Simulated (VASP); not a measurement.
Cu:

```
Cu
1.0
     2.55616    0.00000    0.00000
    -1.27808    2.21370    0.00000
     0.00000    0.00000    4.17421
Cu
2
Cartesian
  0.0000 1.4758 1.0436
  1.2781 0.7379 3.1307
```

This isn't the form of Cu at room conditions, which is fcc.

| Quantity | Value |
| --- | --- |
| Program | VASP 6.6.1 |
| Task | relaxation of cell and atoms |
| Functional | revPBE |
| Potentials or basis | VASP PAW PBE potentials, release 64 (Cu) |
| Cutoff | 600 eV |
| k mesh | 14 × 14 × 8 |
| Occupations | fermi-dirac, width 0.1 eV |
| Spin | no spin polarisation |

At the start: pressure 6.5 GPa; volume 11.81 Å³/atom.

Problem. How do energy, volume and symmetry change on relaxing?

Solution. Over 5 steps the energy falls by 10.3 meV/atom and the volume is 12.36 Å³/atom (+4.7 %); space group P6_3/mmc (No. 194, to 0.1 Å) before and after.

The path:
```tsv
step	energy change (eV)	largest force (eV/Å)	pressure (GPa)	volume (Å³)
1	0.0000	0.0000	6.54	23.62
2	-0.0153	0.0000	-2.78	25.31
3	-0.0205	0.0000	0.11	24.70
4	-0.0205	0.0000	0.00	24.72
5	-0.0206	0.0000	-0.02	24.72
```

Final structure:
```xyz
2
Lattice="2.5939 0.0000 0.0000 -1.2970 2.2464 0.0000 0.0000 0.0000 4.2427" Properties=species:S:1:pos:R:3 pbc="T T T"
Cu    0.0000    1.4976    1.0607
Cu    1.2970    0.7488    3.1820
```

Caveat: the PAW data sets were made with another functional, which shifts forces and pressure a little.
